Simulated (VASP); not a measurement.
# Hf9S17 (a cell with a defect) in VASP: notebook, part 2 of 2

VASP 6.6.1.

## 3. Single point, PBE+D3(BJ) (atoms taken out, then relaxed in part)

Input file INCAR:

```
SYSTEM = Hf9S17
PREC = Accurate
ENCUT = 400
EDIFF = 1E-6
ISMEAR = 0
SIGMA = 0.01
LREAL = .False.
LASPH = .True.
NELM = 120
ALGO = Normal
ISIF = 2
LWAVE = .False.
LCHARG = .True.
GGA = PE
IVDW = 12
LELF = .True.
LVHAR = .True.
NBANDS = 115
NELECT = 190.0
GGA_COMPAT = .False.
```

Input file KPOINTS:

```
Automatic mesh
0
Gamma
  2 2 2
  0.5 0.5 0.5
```

Input file POSCAR:

```
Hf9S17
1.0
    0.0000000000      6.2455376441     -5.7703877075
    5.4087942601     -3.1227688221     -5.7703877075
   -5.4087942601     -3.1227688221     -5.7703877075
Hf S
9 17
Direct
    0.3390727284      0.0117419176      0.6738184694
    0.6770998342      0.6738282022      0.6738584333
    0.3321745590      0.3349231782      0.3349066246
    0.0002055801      0.3349169446      0.6669421736
    0.6424359017     -0.0228338031      0.3461809725
    0.3391629951      0.6739013951      1.0117947735
    0.0002680201      0.6669492813      0.3349654804
    0.6423767070      0.3461566542      0.9771429173
    0.0113780368     -0.0229173512      0.9770739476
    0.1876822295      0.8728010228      0.1928691251
    0.8581719560      0.5224247331      0.8727390063
    0.5380393344      0.5224158610      0.1929048926
    0.1876711403      0.1928579144      0.8727595928
    0.8581898268      0.8727539231      0.5224457731
    0.5323537236      0.8671375617      0.8670162950
    0.1956522997      0.5302795263      0.5303144619
    0.5379635379      0.1929286427      0.5224116974
    0.1412298571      0.1384691762      0.4759365637
    0.4616734516      0.7963347309      0.4845234923
    0.1412355484      0.4760214757      0.1384409735
    0.8037685324      0.4760092667      0.4759469474
    0.4784080428      0.1383021688      0.1382889820
    0.1498379381      0.7962797858      0.7963011303
    0.8035819809      0.8131161923      0.1383496680
    0.4615985058      0.4846230863      0.7963517079
    0.8035964450      0.1383445120      0.8130544454
```

Potentials or basis: VASP PAW PBE potentials, release 64 (Hf_pv, S).

Command:

```
cat potpaw_PBE.64/Hf_pv/POTCAR potpaw_PBE.64/S/POTCAR > POTCAR
mpirun -np 1 vasp_std > vasp.out
```

OUTCAR:

```text
SYSTEM = Hf9S17
   PREC = Accurate
   ENCUT = 400
   EDIFF = 1E-6
   ISMEAR = 0
   LREAL = .False.
   LASPH = .True.
   NELM = 120
   ISIF = 2
   GGA = PE
   IVDW = 12
   NELECT = 190.0
 IVDW          = 12

 ion  position               nearest neighbor table
   1  0.339  0.012  0.674-  13 2.51  17 2.51  15 2.53  18 2.55  23 2.61  19 2.61   9 3.43   5 3.43
                             4 3.58   3 3.58   6 3.66   2 3.66
   2  0.677  0.674  0.674-  11 2.51  14 2.51  15 2.53  21 2.55  25 2.61  19 2.61   8 3.43   5 3.43
                             4 3.58   7 3.58   6 3.66   1 3.66
   3  0.332  0.335  0.335-  18 2.53  20 2.53  16 2.54  17 2.57  12 2.57  22 2.57   1 3.58   6 3.58
                             7 3.59   4 3.59   8 3.63   5 3.63
   4  0.000  0.335  0.667-  18 2.53  21 2.53  16 2.54  13 2.57  11 2.57  26 2.57   2 3.58   1 3.58
                             3 3.59   7 3.59   9 3.63   8 3.63
   5  0.642  0.977  0.346-  19 2.37  24 2.50  22 2.50  17 2.51  14 2.51   1 3.43   2 3.43   3 3.63
                             7 3.63
   6  0.339  0.674  0.012-  10 2.51  12 2.51  15 2.53  20 2.55  25 2.61  23 2.61   8 3.43   9 3.43
                             7 3.58   3 3.58   1 3.66   2 3.66
   7  0.000  0.667  0.335-  21 2.53  20 2.53  16 2.54  10 2.57  14 2.57  24 2.57   2 3.58   6 3.58
                             3 3.59   4 3.59   9 3.63   5 3.63
   8  0.642  0.346  0.977-  25 2.37  22 2.50  26 2.50  12 2.51  11 2.51   2 3.43   6 3.43   3 3.63
                             4 3.63
   9  0.011  0.977  0.977-  23 2.37  24 2.50  26 2.50  13 2.51  10 2.51   1 3.43   6 3.43   4 3.63
[... 4 lines left out ...]
  13  0.188  0.193  0.873-   1 2.51   9 2.51   4 2.57
  14  0.858  0.873  0.522-   2 2.51   5 2.51   7 2.57
  15  0.532  0.867  0.867-   1 2.53   6 2.53   2 2.53
[... 9 lines left out ...]
  25  0.462  0.485  0.796-   8 2.37   6 2.61   2 2.61
  26  0.804  0.138  0.813-   9 2.50   8 2.50   4 2.57

  LATTYP: Found a trigonal (rhomboedric) cell.
 ALAT       =     8.5031826253
 COS(alpha) =     0.1907775803

  Lattice vectors:

 A1 = (   0.0000000000,   6.2455376441,  -5.7703877075)
 A2 = (   5.4087942601,  -3.1227688221,  -5.7703877075)
 A3 = (  -5.4087942601,  -3.1227688221,  -5.7703877075)

Analysis of symmetry for initial positions (statically):
=====================================================================
[... 180 lines left out ...]
   LEPSILON=     F    determine dielectric tensor
   LRPA    =     F    only Hartree local field effects (RPA)
 non-spin polarized calculation
 Gauss-broadening in eV      SIGMA  =   0.01
  energy-cutoff  :      400.00
  volume of cell :      584.79
 maximum number of plane-waves:     10651
   NGX = 27   NGY = 27   NGZ = 27

 number of electron     190.0000014 magnetization

 Free energy of the ion-electron system (eV)
  ---------------------------------------------------
  ext. energy  EPLUGINS =         0.00000000
  ---------------------------------------------------
  free energy    TOTEN  =      -207.08457773 eV

  energy without entropy =     -207.08457773  energy(sigma->0) =     -207.08457773

 E-fermi :   3.1229     XC(G=0):  -9.5338

 val. band max:        2.9974485012   @ k =   0.2500  -0.2500   0.2500
 cond. band min:       4.4220185483   @ k =   0.2500   0.2500   0.2500
 fundamental gap:      1.4245700471
 Fermi energy:         3.1229409623

 k-point     1 :       0.2500    0.2500    0.2500
  band No.  band energies     occupation
      1     -27.5250      2.00000
      2     -27.5248      2.00000
      3     -27.5106      2.00000
      4     -27.4707      2.00000
      5     -27.4642      2.00000
      6     -27.4603      2.00000
[... 429 lines left out ...]
    106       5.7591      0.00000
    107       5.9265      0.00000
 [bands above 107 left out]

------------------------ aborting loop because EDIFF is reached ----------------------------------------

 Edisp (eV)   -8.56732

 E8    (eV) :    -3.7141

  FORCE on cell =-STRESS in cart. coord.  units (eV):
  Direction    XX          YY          ZZ          XY          YZ          ZX
  --------------------------------------------------------------------------------------
  -------------------------------------------------------------------------------------
  Total     -14.43653   -14.43554   -20.83875     0.00166    -0.00042    -0.00476
  in kB     -39.55277   -39.55004   -57.09337     0.00456    -0.00114    -0.01305
  external pressure =      -45.40 kB  Pullay stress =        0.00 kB

 VOLUME and BASIS-vectors are now :
 -----------------------------------------------------------------------------
  energy-cutoff  :      400.00
  volume of cell :      584.79
      direct lattice vectors                 reciprocal lattice vectors
     0.000000000  6.245537644 -5.770387708     0.000000000  0.106742879 -0.057766194
     5.408794260 -3.122768822 -5.770387708     0.092442045 -0.053371439 -0.057766194
    -5.408794260 -3.122768822 -5.770387708    -0.092442045 -0.053371439 -0.057766194

 POSITION                                       TOTAL-FORCE (eV/Angst)
 -----------------------------------------------------------------------------------
     -3.58104     -0.02316     -5.91253        -0.002698      0.003610      0.000372
     -0.00016      0.02034    -11.68380         0.002647     -0.006510      0.003142
      0.00009     -0.01711     -5.78195         0.000453     -0.000239      0.017686
     -1.79586     -3.12729     -5.78230         0.002454      0.001523      0.016384
      3.41287     -0.12015    -11.34333        -0.047985     -0.028207      0.010736
      3.58120     -0.02302     -5.91383         0.003458      0.001938      0.003006
[... 18 lines left out ...]
     -1.68608     -1.11726    -10.05532        -0.013780      0.008426     -0.074469
     -3.64937      2.04789    -10.12700         0.004230      0.001068     -0.054089
 -----------------------------------------------------------------------------------
    total drift:                               -0.000000     -0.000869     -0.000290

  FREE ENERGIE OF THE ION-ELECTRON SYSTEM (eV)
  ---------------------------------------------------
  free  energy   TOTEN  =      -215.6518949011 eV

  energy  without entropy=     -215.6518949011  energy(sigma->0) =     -215.65189490
```

OSZICAR:

```text
N       E                     dE             d eps       ncg     rms          rms(c)
DAV:   1     0.107147656697E+04    0.10715E+04   -0.81115E+04   992   0.122E+03
DAV:   2    -0.120993786622E+03   -0.11925E+04   -0.11432E+04  1132   0.319E+02
DAV:   3    -0.219879840323E+03   -0.98886E+02   -0.97415E+02  1104   0.757E+01
DAV:   4    -0.222927076464E+03   -0.30472E+01   -0.30311E+01  1096   0.153E+01
DAV:   5    -0.223039131041E+03   -0.11205E+00   -0.11187E+00  1136   0.272E+00    0.146E+02
DAV:   6    -0.207979251132E+03    0.15060E+02   -0.45715E+01   970   0.137E+01    0.103E+02
DAV:   7    -0.207672048809E+03    0.30720E+00   -0.18582E+01  1072   0.107E+01    0.117E+01
DAV:   8    -0.207120005964E+03    0.55204E+00   -0.31230E+00   992   0.453E+00    0.740E+00
DAV:   9    -0.207087061754E+03    0.32944E-01   -0.56339E-01  1080   0.168E+00    0.279E+00
DAV:  10    -0.207083532347E+03    0.35294E-02   -0.49379E-02  1040   0.534E-01    0.129E+00
DAV:  11    -0.207084190493E+03   -0.65815E-03   -0.12128E-02  1104   0.269E-01    0.214E-01
DAV:  12    -0.207084400497E+03   -0.21000E-03   -0.80026E-04  1136   0.797E-02    0.354E-01
DAV:  13    -0.207084472684E+03   -0.72188E-04   -0.28171E-04  1128   0.400E-02    0.113E-01
DAV:  14    -0.207084559935E+03   -0.87250E-04   -0.65049E-05  1040   0.209E-02    0.395E-02
DAV:  15    -0.207084564084E+03   -0.41489E-05   -0.42400E-06   984   0.599E-03    0.172E-02
DAV:  16    -0.207084577299E+03   -0.13215E-04   -0.14820E-05   912   0.927E-03    0.112E-02
DAV:  17    -0.207084577733E+03   -0.43347E-06   -0.79348E-07   744   0.242E-03
   1 F= -.21565189E+03 E0= -.21565189E+03  d E =-.144650E-70
```

Wall time 9.9 min (1 thread of Oxide Virtual Turin-like, shared host); peak memory 0.43 GiB.

Results:

* Free energy: -215.6519 eV
* Largest force: 0.083 eV/Å
* Dispersion energy per atom: -0.330 eV

Forces in eV/Å, atoms in the order of the input:
```
Hf  -0.003  0.004  0.000
Hf   0.003 -0.007  0.003
Hf   0.000  0.000  0.018
Hf   0.002  0.002  0.016
Hf  -0.048 -0.028  0.011
Hf   0.003  0.002  0.003
Hf   0.000  0.000  0.019
Hf   0.050 -0.027  0.010
Hf  -0.001  0.058  0.007
S   -0.003  0.016  0.061
S    0.014 -0.004  0.060
S    0.013 -0.011  0.061
S    0.004  0.016  0.062
S   -0.015 -0.005  0.060
S   -0.002 -0.001  0.065
S    0.000 -0.002  0.083
S   -0.013 -0.010  0.060
S   -0.004  0.001 -0.069
S    0.012  0.006 -0.075
S    0.004  0.003 -0.071
S   -0.001 -0.004 -0.069
S   -0.001 -0.006 -0.056
S    0.000 -0.015 -0.077
S   -0.006  0.004 -0.055
S   -0.014  0.008 -0.074
S    0.004  0.001 -0.054
```

Caveat: the cell carries a net charge on a neutralising background, which shifts energy and pressure; the cell differs from its parent crystal (atoms taken out, then relaxed in part); the cell is charged against a uniform background, so pressure and absolute levels hang on convention; spin-orbit coupling is left out, which moves the levels of the heavy elements.
